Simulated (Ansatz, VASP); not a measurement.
## One calculation of B3N2, two programs

```
B N
1.0
     3.44716    0.00000    0.00000
    -1.72358    2.98533    0.00000
     0.00000    0.00000    4.31309
B N
3 2
Direct
  0.33485 0.00000 0.00000
  0.00000 0.33485 0.00000
  0.66515 0.66515 0.00000
  0.00000 0.00000 0.75967
  0.00000 0.00000 0.24033
```

Alike in both runs: functional PBE; k mesh 12 × 12 × 8; occupations gaussian, width 0.1 eV; no spin polarisation.

Ansatz relaxed the structure, and its values are those at the end. VASP's run is a single point on that final structure, the one shown.

|  | VASP | Ansatz |
| --- | --- | --- |
| version | VASP 6.6.1 | Ansatz 0.2.0 |
| potentials or method | VASP PAW PBE potentials, release 64 (B, N), cutoff 520 eV | scalar-relativistic, plane waves, PAW |
| valence electrons in the cell | 19 | 19 |

```csv
,VASP,Ansatz,Ansatz less VASP
gap on the k mesh at the Fermi level (eV),none,none,-
pressure (GPa),0.3,0.0,-0.31
rms of the force components (eV/Å),0.044,0.000,-0.0435
```

A gap of «none» marks a metal or a gap that the smearing closes.
